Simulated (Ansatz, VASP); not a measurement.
CoO: VASP beside Ansatz

INCAR

```
SYSTEM = CoO
PREC = Accurate ; ENCUT = 600
EDIFF = 1E-6 ; ISMEAR = -1
SIGMA = 0.05 ; LREAL = .False.
LASPH = .True. ; NELM = 150
ALGO = Normal ; ISIF = 3
LWAVE = .False. ; LCHARG = .False.
ISPIN = 2 ; MAGMOM = 2 0
LORBIT = 11 ; LMAXMIX = 4
GGA = RE ; IBRION = 2
NSW = 80 ; EDIFFG = -0.02
```

File KPOINTS:

```
regular mesh
0
Gamma
  11 11 11
  0 0 0
```

The input POSCAR:

```
CoO
1.0
    0.0000000000      2.1315000000      2.1315000000
    2.1315000000      0.0000000000      2.1315000000
    2.1315000000      2.1315000000      0.0000000000
Co O
1 1
Direct
    0.0000000000      0.0000000000      0.0000000000
    0.5000000000      0.5000000000      0.5000000000
```

File input.yaml:

```yaml
crystal:
  lattice:
    - [0.0, 2.1315, 2.1315]
    - [2.1315, 0.0, 2.1315]
    - [2.1315, 2.1315, 0.0]
  atoms:
    - { symbol: Co, position: [0.0, 0.0, 0.0], spin: 2.0 }
    - { symbol: O, position: [0.5, 0.5, 0.5] }
kpoints:
  mp_grid: { grid: [11, 11, 11] }
scf:
  occupations: { method: fermi_dirac, width: 0.05 }
hamiltonian:
  xc: revpbe
  pseudopotentials: { kind: all_electron, lapw: { basis_error: 0.001 } }
magnetization:
  spin_polarized: true
output:
  forces: true
  stress: true
relax:
  f_tol: 0.02
  max_steps: 60
  cell: {}
```

Alike in both runs: task relaxation of cell and atoms; functional revPBE; k mesh 11 × 11 × 11; occupations fermi-dirac, width 0.05 eV; collinear spin.

|  | VASP | Ansatz |
| --- | --- | --- |
| version | VASP 6.6.1 | Ansatz 0.2.0 |
| potentials or method | VASP PAW PBE potentials, release 64 (Co, O), cutoff 600 eV | all-electron LAPW, scalar-relativistic |

|  | VASP | Ansatz | Ansatz less VASP |
| --- | --- | --- | --- |
| net moment per atom (μB) | 1.47 | 1.48 | +0.013 |
| size of the moment on the site where the two differ most (μB) | 2.59 | 2.62 | +0.028 |
| relaxed volume (Å³/atom) | 9.79 | 9.83 | +0.036 |
| relaxed cell length with the largest relative difference (Å) | 3.026 | 3.029 | +0.0037 |

VASP's potentials were made for PBE, not for revPBE. Site moments also hang on the region over which each program counts them. Ansatz ran all-electron here, and VASP with PAW potentials.
